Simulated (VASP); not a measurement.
Input of a VASP 6.6.1 run:

The input INCAR:

```
SYSTEM = Ca
  ALGO = Normal
  EDIFF = 1E-6
  ENCUT = 500
  GGA = PS
  GGA_COMPAT = .FALSE.
  ISIF = 2
  ISMEAR = -1
  LASPH = .TRUE.
  LCHARG = .FALSE.
  LREAL = .FALSE.
  LWAVE = .FALSE.
  NBANDS = 11
  NELM = 120
  PREC = Accurate
  SIGMA = 0.15
```

File KPOINTS:

```
k-points
0
G
  14 14 14
  0 0 0
```

POSCAR

```
Ca
1.0
    0.0000000000      2.7296275491      2.7296275491
    2.7296275491      0.0000000000      2.7296275491
    2.7296275491      2.7296275491      0.0000000000
Ca
1
Direct
    0.0000000000      0.0000000000      0.0000000000
```

Potentials or basis: VASP PAW PBE potentials, release 64 (Ca_sv).

Run with:

```sh
$ cat potpaw_PBE.64/Ca_sv/POTCAR > POTCAR
$ mpirun -np 1 vasp_std > vasp.out
```

Q: Predict the pressure.

A: 0.0 GPa.

Q: What does it give for the band gap on the k mesh?

A: Zero (bands 5 and 6 overlap by 0.26 eV).

Caveat: the PAW data sets were made with another functional, which shifts forces and pressure a little.
